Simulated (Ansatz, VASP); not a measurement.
**Au in VASP and in Ansatz**

INCAR

```
SYSTEM = Au
  PREC = Accurate
  ENCUT = 520
  EDIFF = 1E-7
  ISMEAR = -1
  SIGMA = 0.1
  LREAL = .FALSE.
  LASPH = .TRUE.
  NELM = 100
  ALGO = Normal
  ISIF = 2
  LWAVE = .FALSE.
  LCHARG = .FALSE.
  GGA = RP
  NBANDS = 18
```

Contents of KPOINTS:

```
regular mesh
0
G
  14 14 7
  0 0 0
```

Contents of POSCAR:

```
Au
1.0
    2.9817819192      0.0000000000      0.0000000000
   -1.4908909596      2.5822988906      0.0000000000
    0.0000000000      0.0000000000      5.0039053090
Au
2
Direct
    0.3333333333      0.6666666667      0.2500000000
    0.6666666667      0.3333333333      0.7500000000
```

Input for Ansatz:

```yaml
crystal:
  lattice:
    - [2.9817819192, 0.0, 0.0]
    - [-1.4908909596, 2.5822988906, 0.0]
    - [0.0, 0.0, 5.003905309]
  atoms:
    - { symbol: Au, position: [0.3333333333, 0.6666666667, 0.25] }
    - { symbol: Au, position: [0.6666666667, 0.3333333333, 0.75] }
hamiltonian:
  xc: rpbe
  pseudopotentials:
    kind: paw
    azcp:
      Au: "pseudopotentials/Au.paw.azcp"
basis:
  ecutwfc: 420
  fft_grid_basis: typed
kpoints:
  mp_grid: { grid: [14, 14, 7], shift: [0, 0, 0] }
magnetization:
  spin_polarized: false
scf:
  occupations: { method: fermi_dirac, width: 0.1 }
  lower_state_search: "off"
output:
  stress: true
  write_density: true
  write_potential: true
  elf: true
  volumetric_format: npy
```

Alike in both runs: task single point; functional RPBE; k mesh 14 × 14 × 7; occupations fermi-dirac, width 0.1 eV; no spin polarisation.

|  | VASP | Ansatz |
| --- | --- | --- |
| version | VASP 6.6.1 | Ansatz 0.2.0 |
| potentials or method | VASP PAW PBE potentials, release 64 (Au), cutoff 520 eV | plane waves (420 eV) with PAW, scalar-relativistic |
| valence electrons in the cell | 22 | 38 |

|  | VASP | Ansatz | Ansatz less VASP |
| --- | --- | --- | --- |
| pressure (GPa) | -4.0 | -3.9 | +0.14 |
| traceless stress, the component that is largest in VASP (GPa) | -0.12 | -0.10 | +0.018 |

VASP's potentials were made for PBE, not for RPBE. With one functional, cell and mesh, what is left measures potentials, basis and numerics. VASP's potentials hold 22 valence electrons a cell and Ansatz's 38, so a difference there can come from the potentials and not from the codes.

Spin-orbit coupling is off throughout.
